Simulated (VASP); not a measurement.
Runs of VASP 6.6.1 on Os. The structure is that of space group Fm-3m (No. 225), or close to it. The cells are those of the table. 

| cell | gap on the mesh (eV) | pressure (GPa) |
| --- | --- | --- |
| a = 2.751, b = 2.820, c = 2.820 Å, angles 58.4, 60.8, 60.8°, 1 atom | none | -33.9 |
| a = 2.751, b = 2.716, c = 2.716 Å, angles 60.8, 59.6, 59.6°, 1 atom | none | (a) |
| a = 2.751, b = 2.856, c = 2.856 Å, angles 57.6, 61.2, 61.2°, 1 atom | none | -39.0 |
| a = 2.751, b = 2.874, c = 2.874 Å, angles 57.2, 61.4, 61.4°, 1 atom | none | -41.1 |
| a = 2.751, b = 2.785, c = 2.785 Å, angles 59.2, 60.4, 60.4°, 1 atom | none | (b) |

Alike in all rows: task single point; level PBEsol; potentials or basis VASP PAW PBE potentials, release 64 (Os); no spin polarisation; k mesh 20 × 20 × 20; cutoff (eV) 520; smearing gaussian 0.15 eV.

Task: Estimate the missing entries.

Result: (a) -11.0; (b) -27.7.

Caveats: the PAW data sets were made with another functional, which shifts forces and pressure a little; spin-orbit coupling is left out, which moves the levels of the heavy elements.

A k mesh can miss the band edges, and the runs leave out spin-orbit coupling on Os.

A gap of «none» marks levels without a gap at the run's occupations.
